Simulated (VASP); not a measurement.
Set up this calculation in VASP 6.6.1, as the native input.

```
Task                   : single point
Functional             : PBEsol
Potentials or basis    : VASP PAW PBE potentials, release 64 (Zn, Se)
Cutoff                 : 520 eV
k mesh                 : 6 × 6 × 6
Occupations            : gaussian, width 0.02 eV
Spin                   : no spin polarisation
Dipole correction      : no
Further INCAR settings : ALGO = Normal; EDIFF = 1e-06; NBANDS = 60
```

The structure of ZnSe2 lies in POSCAR:

```
ZnSe2
1.0
    6.4263952110      0.0000000000      0.0000000000
    0.0000000000      6.1924245115      0.0000000000
    0.0000000000      0.0000000000      6.1924245115
Zn Se
4 8
Direct
    0.5000000000      0.5000000000      0.0000000000
    0.5000000000      0.0000000000      0.5000000000
    0.0000000000      0.5000000000      0.5000000000
    0.0000000000      0.0000000000      0.0000000000
    0.1094053751      0.8900513174      0.3897843593
    0.8905946249      0.3900513174      0.1102156407
    0.3905946249      0.1099486826      0.8897843593
    0.6094053751      0.6099486826      0.6102156407
    0.8905946249      0.1099486826      0.6102156407
    0.1094053751      0.6099486826      0.8897843593
    0.6094053751      0.8900513174      0.1102156407
    0.3905946249      0.3900513174      0.3897843593
```

This cell differs from its parent crystal: uniaxial strain along a: +3.0 %.

The input as run:

INCAR

```
PREC = Accurate
ENCUT = 520
EDIFF = 1E-6
ISMEAR = 0
SIGMA = 0.02
LREAL = False
LASPH = True
NELM = 100
ALGO = Normal
ISIF = 2
LWAVE = False
LCHARG = False
GGA = PS
NBANDS = 60
```

KPOINTS

```
Automatic mesh
0
Gamma
  6 6 6
```

Potentials or basis: VASP PAW PBE potentials, release 64 (Zn, Se).

Command:

```sh
$ cat potpaw_PBE.64/Zn/POTCAR potpaw_PBE.64/Se/POTCAR > POTCAR
$ mpirun -np 1 vasp_std > vasp.out
```

Results of the run:

The pressure is -0.7 GPa and the largest force is 0.039 eV/Å. The band gap on the k mesh is 0.56 eV (least direct gap 0.75 eV).

Caveat: the cell differs from its parent crystal (uniaxial strain along a: +3.0 %); the PAW data sets were made with another functional, which shifts forces and pressure a little.

Wall time 23 min on 1 thread of Oxide Virtual Turin-like Processor, on a shared host, peak memory 0.74 GiB.
